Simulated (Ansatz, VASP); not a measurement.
**SnO2: VASP beside Ansatz**

```
O Sn
1.0
     3.21206    0.00000    0.00000
     0.00000    6.74437    0.00000
     0.00000    0.00000   20.98527
O Sn
8 4
Direct
  0.00000 0.00000 0.35739
  0.50000 0.30628 0.41965
  0.50000 0.69372 0.41965
  0.00000 0.00000 0.48191
  0.00000 0.50000 0.51809
  0.50000 0.80628 0.58035
  0.50000 0.19372 0.58035
  0.00000 0.50000 0.64261
  0.00000 0.50000 0.41965
  0.50000 0.00000 0.41965
  0.00000 0.00000 0.58035
  0.50000 0.50000 0.58035
```

Alike in both runs: task single point; functional PBEsol; k mesh 8 × 4 × 1; occupations gaussian, width 0.05 eV; no spin polarisation.

|  | VASP | Ansatz |
| --- | --- | --- |
| version | VASP 6.6.1 | Ansatz 0.2.0 |
| potentials or method | VASP PAW PBE potentials, release 64 (O, Sn_d), cutoff 520 eV | scalar-relativistic, plane waves, PAW |
| valence electrons in the cell | 104 | 104 |

```tsv
	VASP	Ansatz	Ansatz less VASP
gap on the k mesh at the Fermi level (eV)	0.35	0.37	+0.026
least direct gap on the mesh (eV)	0.36	0.39	+0.025
rms of the force components (eV/Å)	1.042	1.059	+0.0166
```

VASP's potentials were made for PBE, not for PBEsol. With one functional, cell and mesh, what is left measures potentials, basis and numerics. Ansatz's warnings: xc potential rough in thin density.
